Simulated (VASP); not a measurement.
Runs of VASP 6.6.1 on Mn. The structure is that of space group Fd-3m (No. 227), or close to it. The cells are those of the table. This isn't the form of Mn at room conditions, which is a 58-atom cubic cell.

| cell | gap on the mesh (eV) | pressure (GPa) |
| --- | --- | --- |
| a = 3.356 Å, angles 60.0°, 2 atoms | none | 25.5 |
| a = 3.548 Å, angles 60.0°, 2 atoms | none | -4.8 |
| a = 3.406 Å, angles 60.0°, 2 atoms | none | (b) |
| a = 3.502 Å, angles 60.0°, 2 atoms | none | (a) |
| a = 3.593 Å, angles 60.0°, 2 atoms | none | -9.2 |
| a = 3.454 Å, angles 60.0°, 2 atoms | none | 7.1 |
| a = 3.637 Å, angles 60.0°, 2 atoms | none | -12.6 |

Alike in all rows: task single point; level PBE; potentials or basis VASP PAW PBE potentials, release 64 (Mn_pv); no spin polarisation; k mesh 18 × 18 × 18; cutoff (eV) 520; smearing fermi-dirac 0.1 eV.

Problem. Estimate the missing entries.

Solution. (a) 0.5; (b) 15.3.

Caveats: the run has no spin polarisation, though such a crystal can be magnetic; the cell stands under pressure (at least some runs); the cell stands under tension (at least some runs); atoms lie so close that the PAW spheres overlap strongly, which falsifies energies and pressures (at least some runs).

A gap of «none» marks levels without a gap at the run's occupations.
